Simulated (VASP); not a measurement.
MgW: single point with PBE

Crystal: MgW.

```
Mg W
1.0
     4.80644    0.00000    0.01464
     0.00000    3.39296    0.00000
    -0.01316    0.00000    4.32164
Mg W
2 2
Cartesian
  2.3933 0.8482 3.2486
  2.3999 2.5447 1.0877
  -0.0099 2.5447 3.2412
  -0.0033 0.8482 1.0804
```

```
Program             : VASP 6.6.1
Task                : single point
Functional          : PBE
Potentials or basis : VASP PAW PBE potentials, release 64 (Mg, W_sv)
Cutoff              : 520 eV
k mesh              : 10 × 14 × 10
Occupations         : gaussian, width 0.1 eV
Spin                : no spin polarisation
```

| Property | Result |
| --- | --- |
| Pressure | -3.9 GPa |
| Band gap on the k mesh | zero (bands 16 and 17 overlap by 1.50 eV) |

Stress tensor (GPa, compression positive):
```
-4.05  0.00  0.00
 0.00 -3.83  0.00
 0.00  0.00 -3.75
```

Levels at points of the mesh, in eV from the Fermi level:
```
           k point  band 13  band 14  band 15  band 16  band 17  band 18  band 19  band 20
(0.00, 0.00, 0.00)    -2.21    -0.73    -0.64    -0.39     0.53     2.21     3.02     3.30
(0.50, 0.00, 0.00)    -2.40    -1.69    -0.64     0.95     2.17     2.59     2.94     3.15
(0.00, 0.50, 0.00)    -1.32    -1.32    -1.02    -1.02     0.00     0.00     2.89     2.89
(0.50, 0.50, 0.00)    -0.86    -0.86    -0.52    -0.52    -0.17    -0.17     1.02     1.02
(0.00, 0.00, 0.50)    -1.76    -1.76     0.14     0.14     0.44     0.44     0.74     0.74
(0.50, 0.00, 0.50)    -0.63    -0.63     0.23     0.23     0.49     0.49     0.55     0.55
(0.00, 0.50, 0.50)    -2.15    -2.15    -1.42    -1.42     2.63     2.63     2.78     2.78
(0.50, 0.50, 0.50)    -0.99    -0.99    -0.34    -0.34     0.33     0.33     2.64     2.64
```

Run time: 5.8 min on 1 thread of Intel(R) Xeon(R) Platinum 8259CL CPU @ 2.50GHz (Skylake/Cascade Lake) (shared host), peak memory 0.52 GiB.

Caveat: the cell stands under tension; spin-orbit coupling is left out, which moves the levels of the heavy elements.
